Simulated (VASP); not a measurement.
# NbIn2Se3 (P4/mmm) in VASP: notebook

Runs on NbIn2Se3. Level: PBE. Tasks: relaxation of cell and atoms, single point.

Program: VASP 6.6.1. These are calculated values, not measurements. Logs are shortened: lines on timing, memory, paths and dates and some standing lists are left out, and cuts for length are marked.

## 1. The cell of the first run

It takes space group P4/mmm (No. 123, tetragonal). The conventional cell has a = 4.928 Å, b = 4.928 Å, c = 7.663 Å, α = 90.00°, β = 90.00°, γ = 90.00°. Nb (site symmetry 4/mmm) has 2 Se at 2.05 Å and 4 In at 2.46 Å within 2.7 Å. In (site symmetry mmm) has 2 Nb at 2.46 Å and 4 Se at 3.20 Å within 3.3 Å. Se (site symmetry 4/mmm) has 2 Se at 1.79 Å within 2.4 Å. Within 2.4 Å of Se (site symmetry 4mm) lie 1 Se at 1.79 Å and 1 Nb at 2.05 Å.

The cell was generated, and may not be a known phase.

## 2. Relaxation of cell and atoms, PBE

INCAR

```
SYSTEM = NbIn2Se3
PREC = Accurate
ENCUT = 600
EDIFF = 1E-6
ISMEAR = 0
SIGMA = 0.1
LREAL = .False.
LASPH = .True.
NELM = 60
ALGO = Normal
ISIF = 3
LWAVE = .False.
LCHARG = .False.
GGA = PE
IBRION = 2
NSW = 90
EDIFFG = -0.04
```

KPOINTS

```
regular mesh
0
Gamma
  4 4 2
  0 0 0
```

POSCAR

```
NbIn2Se3
1.0
    4.9278285800      0.0000000000      0.0000000000
    0.0000000000      4.9278285800      0.0000000000
    0.0000000000      0.0000000000      7.6625957100
Nb In Se
1 2 3
Direct
    0.5000000000      0.5000000000      0.5000000000
    0.5000000000      0.0000000000      0.5000000000
    0.0000000000      0.5000000000      0.5000000000
    0.5000000000      0.5000000000      0.0000000000
    0.5000000000      0.5000000000      0.7669786000
    0.5000000000      0.5000000000      0.2330214000
```

Potentials or basis: VASP PAW PBE potentials, release 64 (Nb_sv, In_d, Se).

Launch:

```
$ cat potpaw_PBE.64/Nb_sv/POTCAR potpaw_PBE.64/In_d/POTCAR potpaw_PBE.64/Se/POTCAR > POTCAR
$ mpirun -np 1 vasp_std > vasp.out
```

OUTCAR:

```text
SYSTEM = NbIn2Se3
   PREC = Accurate
   ENCUT = 600
   EDIFF = 1E-6
   ISMEAR = 0
   LREAL = .False.
   LASPH = .True.
   NELM = 60
   ISIF = 3
   GGA = PE
   IBRION = 2
   NSW = 90
   EDIFFG = -0.04

 ion  position               nearest neighbor table
   1  0.500  0.500  0.500-   5 2.05   6 2.05   2 2.46   3 2.46   2 2.46   3 2.46
   2  0.500  0.000  0.500-   1 2.46   1 2.46   6 3.20   5 3.20   5 3.20   6 3.20   3 3.48   3 3.48
                             3 3.48   3 3.48
   3  0.000  0.500  0.500-   1 2.46   1 2.46   6 3.20   5 3.20   5 3.20   6 3.20   2 3.48   2 3.48
                             2 3.48   2 3.48
   4  0.500  0.500  0.000-   5 1.79   6 1.79
   5  0.500  0.500  0.767-   4 1.79   1 2.05   3 3.20   2 3.20   2 3.20   3 3.20
   6  0.500  0.500  0.233-   4 1.79   1 2.05   3 3.20   2 3.20   2 3.20   3 3.20

  LATTYP: Found a simple tetragonal cell.
 ALAT       =     4.9278285800
 C/A-ratio  =     1.5549639330

  Lattice vectors:

 A1 = (   4.9278285800,   0.0000000000,   0.0000000000)
 A2 = (   0.0000000000,   4.9278285800,   0.0000000000)
 A3 = (   0.0000000000,   0.0000000000,   7.6625957100)

Analysis of symmetry for initial positions (statically):
=====================================================================
 Subroutine PRICEL returns:
 Original cell was already a primitive cell.

 Routine SETGRP: Setting up the symmetry group for a
 simple tetragonal supercell.

 Subroutine GETGRP returns: Found 16 space group operations
 (whereof 16 operations were pure point group operations)
 out of a pool of 16 trial point group operations.

The static configuration has the point symmetry D_4h.

Analysis of symmetry for dynamics (positions and initial velocities):
=====================================================================
 Subroutine PRICEL returns:
 Original cell was already a primitive cell.

 Routine SETGRP: Setting up the symmetry group for a
 simple tetragonal supercell.

 Subroutine GETGRP returns: Found 16 space group operations
 (whereof 16 operations were pure point group operations)
 out of a pool of 16 trial point group operations.

The dynamic configuration has the point symmetry D_4h.

 Subroutine INISYM returns: Found 16 space group operations
 (whereof 16 operations are pure point group operations),
 and found     1 'primitive' translations

----------------------------------------------------------------------------------------

                                     Primitive cell

  volume of cell :     186.0746

  direct lattice vectors                    reciprocal lattice vectors
     4.927828580  0.000000000  0.000000000     0.202929137  0.000000000  0.000000000
     0.000000000  4.927828580  0.000000000     0.000000000  0.202929137  0.000000000
     0.000000000  0.000000000  7.662595710     0.000000000  0.000000000  0.130504080

  length of vectors
     4.927828580  4.927828580  7.662595710     0.202929137  0.202929137  0.130504080

  position of ions in fractional coordinates (direct lattice)
     0.500000000  0.500000000  0.500000000
     0.500000000  0.000000000  0.500000000
     0.000000000  0.500000000  0.500000000
     0.500000000  0.500000000  0.000000000
     0.500000000  0.500000000  0.766978600
     0.500000000  0.500000000  0.233021400

  ion indices of the primitive-cell ions
   primitive index   ion index
                 1           1
                 2           2
                 3           3
                 4           4
                 5           5
                 6           6

----------------------------------------------------------------------------------------

 KPOINTS: regular mesh

Automatic generation of k-mesh.
 Grid dimensions read from file:
 generate k-points for:    4    4    2

 Generating k-lattice:

  Cartesian coordinates                     Fractional coordinates (reciprocal lattice)
     0.050732284  0.000000000  0.000000000     0.250000000  0.000000000  0.000000000
     0.000000000  0.050732284  0.000000000     0.000000000  0.250000000  0.000000000
     0.000000000  0.000000000  0.065252040     0.000000000  0.000000000  0.500000000

  Length of vectors
     0.050732284  0.050732284  0.065252040

  Shift w.r.t. Gamma in fractional coordinates (k-lattice)
     0.000000000  0.000000000  0.000000000

 Subroutine IBZKPT returns following result:
 ===========================================

 Found     12 irreducible k-points:

 Following reciprocal coordinates:
            Coordinates               Weight
  0.000000  0.000000  0.000000      1.000000
  0.250000  0.000000  0.000000      4.000000
  0.500000  0.000000  0.000000      2.000000
  0.250000  0.250000  0.000000      4.000000
  0.500000  0.250000  0.000000      4.000000
  0.500000  0.500000  0.000000      1.000000
  0.000000  0.000000  0.500000      1.000000
  0.250000  0.000000  0.500000      4.000000
  0.500000  0.000000  0.500000      2.000000
  0.250000  0.250000  0.500000      4.000000
  0.500000  0.250000  0.500000      4.000000
  0.500000  0.500000  0.500000      1.000000
   k-points           NKPTS =     12   k-points in BZ     NKDIM =     12   number of bands    NBANDS=     34
   number of dos      NEDOS =    301   number of ions     NIONS =      6
   total plane-waves  NPLWV = 102400
   dimension x,y,z NGX =    40 NGY =   40 NGZ =   64
   dimension x,y,z NGXF=    80 NGYF=   80 NGZF=  128
   ions per type =               1   2   3
   NGX,Y,Z   is equivalent  to a cutoff of  13.49, 13.49, 13.89 a.u.
   NGXF,Y,Z  is equivalent  to a cutoff of  26.99, 26.99, 27.77 a.u.
 SYSTEM =  NbIn2Se3
   PREC   = accura    normal or accurate (medium, high low for compatibility)
   ISTART =      0    job   : 0-new  1-cont  2-samecut
   ICHARG =      2    charge: 1-file 2-atom 10-const
   ISPIN  =      1    spin polarized calculation?
   LNONCOLLINEAR =      F non collinear calculations
   LSORBIT =      F    spin-orbit coupling
   LASPH  =      T    aspherical Exc in radial PAW
   ENCUT  =  600.0 eV  44.10 Ry    6.64 a.u.   9.84  9.84 15.30*2*pi/ulx,y,z
   NELM   =     60;   NELMIN=  2; NELMDL= -5     # of ELM steps
   EDIFF  = 0.1E-05   stopping-criterion for ELM
   LREAL  =      F    real-space projection
   EDIFFG = -.4E-01   stopping-criterion for IOM
   NSW    =     90    number of steps for IOM
   IBRION =      2    ionic relax: 0-MD 1-quasi-New 2-CG
   NFREE  =      1    steps in history (QN), initial steepest desc. (CG)
   ISIF   =      3    stress and relaxation
   ISYM   =      2    0-nonsym 1-usesym 2-fastsym
   POTIM  = 0.5000    time-step for ionic-motion
   TEBEG  =    0.0;   TEEND  =   0.0 temperature during run
   PSTRESS=    0.0 pullay stress
   NELECT =      57.0000    total number of electrons
   NUPDOWN=      -1.0000    fix difference up-down
   EMIN   =  10.00;   EMAX   =-10.00  energy-range for DOS
   EFERMI =   0.00;   METHOD = LEGACY
   ISMEAR =     0;   SIGMA  =   0.10  broadening in eV -4-tet -1-fermi 0-gaus
   EFERMI_NEDOS =   21; number of points for ismear=-14 and -15
   IALGO  =     38    algorithm
   IMIX   =      4    mixing-type and parameters
     AMIX     =   0.40;   BMIX     =  1.00
     AMIX_MAG =   1.60;   BMIX_MAG =  1.00
  volume/ion in A,a.u.               =      31.01       209.28
  Fermi-wavevector in a.u.,A,eV,Ry     =   1.103581  2.085465 16.570403  1.217890
  Thomas-Fermi vector in A             =   2.240041
   LORBIT       =      0    0 simple, 1 ext, 2 COOP (PROOUT), +10 PAW based schemes
   GGA     = PE    functional components
   LHFCALC =     F    Hartree Fock is set to
   AEXX    =    0.0000 exact exchange contribution
   IVDW    =     0    specifies the selected vdW correction
   LEPSILON=     F    determine dielectric tensor
   LRPA    =     F    only Hartree local field effects (RPA)
 conjugate gradient relaxation of ions
 non-spin polarized calculation
 Gauss-broadening in eV      SIGMA  =   0.10
  energy-cutoff  :      600.00
  volume of cell :      186.07
 maximum number of plane-waves:      6260
 NGX is ok and might be reduce to    40
   NGX = 19   NGY = 19   NGZ = 31

--------------------------------------- Ionic step        1  -------------------------------------------

 number of electron      57.0000002 magnetization

 Free energy of the ion-electron system (eV)
  ---------------------------------------------------
  ext. energy  EPLUGINS =         0.00000000
  ---------------------------------------------------
  free energy    TOTEN  =        -7.54018085 eV

  energy without entropy =       -7.50396092  energy(sigma->0) =       -7.52207088

------------------------ aborting loop because EDIFF is reached ----------------------------------------

  FORCE on cell =-STRESS in cart. coord.  units (eV):
  Direction    XX          YY          ZZ          XY          YZ          ZX
  --------------------------------------------------------------------------------------
  -------------------------------------------------------------------------------------
  Total       19.8799181     19.8799181    140.7587405      0.0000000      0.0000000      0.0000000
  in kB      171.1741091    171.1741091   1211.9895029      0.0000000      0.0000000      0.0000000
  external PRESSURE =     518.1125737 kB  Pullay stress =       0.0000000 kB
[... 101 lines left out ...]
  FREE ENERGIE OF THE ION-ELECTRON SYSTEM (eV)
  ---------------------------------------------------
  free  energy   TOTEN  =       -21.9377388141 eV

  energy  without entropy=      -21.8870611186  energy(sigma->0) =      -21.91239997

 E-fermi :  -0.1445     XC(G=0):  -5.9915

 val. band max:       -0.1459390934   @ k =   0.2500   0.2500   0.5000
 cond. band min:      -0.1251659081   @ k =   0.2500   0.2500   0.5000
 fundamental gap:      0.0207731854
 Fermi energy:        -0.1445257274

 k-point     1 :       0.0000    0.0000    0.0000
  band No.  band energies     occupation
      1     -55.1012      2.00000
      2     -31.4780      2.00000
      3     -31.0882      2.00000
      4     -31.0882      2.00000
      5     -14.5953      2.00000
      6     -14.5655      2.00000
[... 433 lines left out ...]
     33       1.7048      0.00000
     34       2.1298      0.00000

[... ionic steps 4 to 27 ...]

--------------------------------------- Ionic step       28  -------------------------------------------

 number of electron      57.0000023 magnetization

------------------------ aborting loop because EDIFF is reached ----------------------------------------

  FORCE on cell =-STRESS in cart. coord.  units (eV):
  Direction    XX          YY          ZZ          XY          YZ          ZX
  --------------------------------------------------------------------------------------
  -------------------------------------------------------------------------------------
  Total       -0.0292529     -0.0292529      0.0196482      0.0000000      0.0000000      0.0000000
  in kB       -0.1542285     -0.1542285      0.1035903      0.0000000      0.0000000      0.0000000
  external PRESSURE =      -0.0682889 kB  Pullay stress =       0.0000000 kB
[... 65 lines left out ...]
  energy  without entropy=      -24.4178256722  energy(sigma->0) =      -24.43681161

--------------------------------------- Ionic step       30  -------------------------------------------

 number of electron      57.0000023 magnetization

 Free energy of the ion-electron system (eV)
  ---------------------------------------------------
  ext. energy  EPLUGINS =         0.00000000
  ---------------------------------------------------
  free energy    TOTEN  =       -24.45586576 eV

  energy without entropy =      -24.41801312  energy(sigma->0) =      -24.43693944

 E-fermi :   0.2287     XC(G=0):  -6.2436

 val. band max:        0.2284745622   @ k =   0.5000   0.5000   0.0000
 cond. band min:       0.2623302721   @ k =   0.2500   0.2500   0.5000
 fundamental gap:      0.0338557099
 Fermi energy:         0.2286542166

 k-point     1 :       0.0000    0.0000    0.0000
  band No.  band energies     occupation
      1     -54.6035      2.00000
      2     -31.0414      2.00000
      3     -30.6105      2.00000
      4     -30.6105      2.00000
      5     -14.2532      2.00000
      6     -14.2238      2.00000
[... 466 lines left out ...]
  FREE ENERGIE OF THE ION-ELECTRON SYSTEM (eV)
  ---------------------------------------------------
  free  energy   TOTEN  =       -24.4558657642 eV

  energy  without entropy=      -24.4180131165  energy(sigma->0) =      -24.43693944

 reached required accuracy - stopping structural energy minimisation
```

Wall time 25 min (1 thread of Intel Xeon 6975P-C (Granite Rapids), shared host); peak memory 0.38 GiB.

What came out:

```
Free energy                           : -24.4559 eV
Relaxed volume                        : 50.64 Å³/atom
Relaxed cell                          : a = 5.585 Å, b = 5.585 Å, c = 9.743 Å, α = 90.00°, β = 90.00°, γ = 90.00°
Space group after relaxing (to 0.1 Å) : P4/mmm (No. 123)
Energy gained by relaxing             : 2819.3 meV/atom
Ionic steps                           : 30
Pressure after relaxing               : 0.0 GPa
Largest force after relaxing          : 0.026 eV/Å
Band gap on the k mesh                : zero (an odd number of electrons rules out a gap without spin polarisation)
```

Forces in eV/Å, atoms in the order of the input:
```
Nb   0.000  0.000  0.000
In   0.000  0.000  0.000
In   0.000  0.000  0.000
Se   0.000  0.000  0.000
Se   0.000  0.000 -0.026
Se   0.000  0.000  0.026
```

Step by step:
```tsv
step	energy change (eV)	largest force (eV/Å)	pressure (GPa)	volume (Å³)
1	0.0000	14.9373	51.81	186.07
2	-8.1947	3.2321	-7.29	533.61
3	-14.3976	3.1183	3.19	318.30
4	-14.4920	1.8951	1.98	334.24
5	-14.5051	1.2132	1.31	344.71
6	-14.5021	0.9968	1.10	348.30
7	-14.6572	0.1282	-0.43	368.59
8	-14.6612	0.0315	-0.70	372.95
9	-14.7776	0.9553	-0.53	374.43
10	-14.7897	1.4163	-0.42	374.87
11	-14.9084	1.4986	-0.60	371.78
12	-15.4192	2.2158	-1.17	361.63
13	-16.2672	2.0249	0.85	337.14
14	-16.2223	3.0580	-0.60	346.80
15	-16.3356	2.7219	0.08	341.42
16	-16.3326	2.6158	0.24	340.44
17	-16.3881	2.0163	0.28	339.36
18	-16.4059	1.2464	0.38	338.05
19	-16.4734	1.0687	0.12	338.41
20	-16.6198	0.5896	-0.61	339.45
21	-16.6950	0.1549	-1.78	341.28
22	-16.7006	0.0182	-1.56	340.92
23	-16.7338	0.0278	-1.48	337.58
24	-16.8187	0.0604	-1.18	327.69
25	-16.9098	0.1476	-0.39	308.39
26	-16.9128	0.1720	-0.15	303.82
27	-16.9129	0.1681	-0.19	304.54
28	-16.9156	0.0459	-0.01	303.89
29	-16.9156	0.0411	0.00	303.86
30	-16.9157	0.0258	0.00	303.87
```

Final structure:
```cif
data_structure
_symmetry_space_group_name_H-M 'P 1'
_symmetry_Int_Tables_number 1
_cell_length_a 5.5845
_cell_length_b 5.5845
_cell_length_c 9.7434
_cell_angle_alpha 90.000
_cell_angle_beta 90.000
_cell_angle_gamma 90.000
_cell_volume 303.87
loop_
_atom_site_label
_atom_site_type_symbol
_atom_site_fract_x
_atom_site_fract_y
_atom_site_fract_z
_atom_site_occupancy
Nb1 Nb 0.50000 0.50000 0.50000 1
In1 In 0.50000 0.00000 0.50000 1
In2 In 0.00000 0.50000 0.50000 1
Se1 Se 0.50000 0.50000 0.00000 1
Se2 Se 0.50000 0.50000 0.74674 1
Se3 Se 0.50000 0.50000 0.25326 1
```

Levels at points of the mesh, in eV from the Fermi level:
```csv
k point,band 27,band 28,band 29,band 30,band 31,band 32
"(0.00, 0.00, 0.00)",-0.66,0.43,1.03,1.23,1.23,1.45
"(0.50, 0.00, 0.00)",-0.49,-0.43,-0.03,1.16,1.46,1.80
"(0.50, 0.50, 0.00)",-1.60,-1.03,0.00,0.00,1.17,1.17
"(0.00, 0.00, 0.50)",-0.86,0.43,0.87,0.87,1.20,1.38
"(0.50, 0.00, 0.50)",-1.18,-0.84,-0.43,1.26,1.83,1.84
"(0.50, 0.50, 0.50)",-1.16,-1.15,-1.15,-1.03,1.34,1.85
```

Caveat: the k points lie up to 0.32 Å⁻¹ apart in the final cell, too coarse for converged energies and pressures of a metal; the volume moved by over 15 % at a fixed basis, so the end points are rough; spin-orbit coupling is left out, which moves the levels of the heavy elements; an odd number of electrons without spin polarisation forces a metal; a magnetic or distorted state may lie lower.

## 3. Single point, PBE

This run uses another cell than the first one, of 50.64 Å³/atom.

INCAR

```
SYSTEM = NbIn2Se3
ALGO = Normal
EDIFF = 1E-6
ENCUT = 520
GGA = PE
ISIF = 2
ISMEAR = 0
LASPH = .True.
LCHARG = .False.
LREAL = .False.
LWAVE = .False.
NBANDS = 38
NELM = 60
PREC = Accurate
SIGMA = 0.1
```

KPOINTS

```
k-points
0
Gamma
  8 8 4
  0 0 0
```

POSCAR

```
NbIn2Se3
1.0
    5.5873629741      0.0000000000      0.0000000000
    0.0000000000      5.5873629741      0.0000000000
    0.0000000000      0.0000000000      9.7320905048
Nb In Se
1 2 3
Direct
    0.5000000000      0.5000000000      0.5000000000
    0.5000000000      0.0000000000      0.5000000000
    0.0000000000      0.5000000000      0.5000000000
    0.5000000000      0.5000000000      0.0000000000
    0.5000000000      0.5000000000      0.7466066723
    0.5000000000      0.5000000000      0.2533933277
```

Potentials or basis: VASP PAW PBE potentials, release 64 (Nb_sv, In_d, Se).

Launch:

```
$ cat potpaw_PBE.64/Nb_sv/POTCAR potpaw_PBE.64/In_d/POTCAR potpaw_PBE.64/Se/POTCAR > POTCAR
$ mpirun -np 1 vasp_std > vasp.out
```

Wall time 5.1 min (1 thread of Intel Xeon 6975P-C (Granite Rapids), shared host); peak memory 0.67 GiB.

It converged, with:

```yaml
Free_energy: -24.6525 eV
Pressure: 0.0 GPa
Largest_force: 0.011 eV/Å
Band_gap_on_the_k_mesh: zero (an odd number of electrons rules out a gap without spin polarisation)
```

Forces in eV/Å, atoms in the order of the input:
```
Nb   0.000  0.000  0.000
In   0.000  0.000  0.000
In   0.000  0.000  0.000
Se   0.000  0.000  0.000
Se   0.000  0.000 -0.011
Se   0.000  0.000  0.011
```

Levels at points of the mesh, in eV from the Fermi level:
| k point | band 25 | band 26 | band 27 | band 28 | band 29 | band 30 | band 31 | band 32 |
| --- | --- | --- | --- | --- | --- | --- | --- | --- |
| (0.00, 0.00, 0.00) | -2.62 | -0.61 | -0.61 | 0.45 | 1.05 | 1.25 | 1.25 | 1.51 |
| (0.50, 0.00, 0.00) | -2.30 | -1.42 | -0.44 | -0.42 | 0.03 | 1.21 | 1.51 | 1.82 |
| (0.50, 0.50, 0.00) | -2.25 | -2.11 | -1.60 | -1.02 | 0.06 | 0.06 | 1.23 | 1.23 |
| (0.00, 0.00, 0.50) | -1.35 | -0.79 | -0.79 | 0.45 | 0.88 | 0.88 | 1.28 | 1.40 |
| (0.50, 0.00, 0.50) | -1.42 | -1.21 | -1.11 | -0.78 | -0.42 | 1.34 | 1.84 | 1.90 |
| (0.50, 0.50, 0.50) | -1.40 | -1.40 | -1.10 | -1.08 | -1.08 | -1.02 | 1.42 | 1.91 |

Caveat: spin-orbit coupling is left out, which moves the levels of the heavy elements; an odd number of electrons without spin polarisation forces a metal; a magnetic or distorted state may lie lower.

The gap in the log of VASP goes by the Fermi energy; the results here count the filled bands.